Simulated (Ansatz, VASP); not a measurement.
## Two plane-wave programs on P

```
P
1.0
     2.41064    0.00000    0.00000
     0.00000    2.41064    0.00000
     0.00000    0.00000    2.41064
P
1
Cartesian
  0.0000 0.0000 0.0000
```

Alike in both runs: task single point; functional PBE; k mesh 14 × 14 × 14; occupations fermi-dirac, width 0.1 eV; no spin polarisation.

|  | VASP | Ansatz |
| --- | --- | --- |
| version | VASP 6.6.1 | Ansatz 0.2.0 |
| potentials or method | VASP PAW PBE potentials, release 64 (P), cutoff 520 eV | plane waves (420 eV) with PAW, scalar-relativistic |
| valence electrons in the cell | 5 | 5 |

Ansatz gave:

```
pressure (GPa) : 5.8
```

Question: Which values does VASP return?

Answer: Pressure (GPa): 5.4.
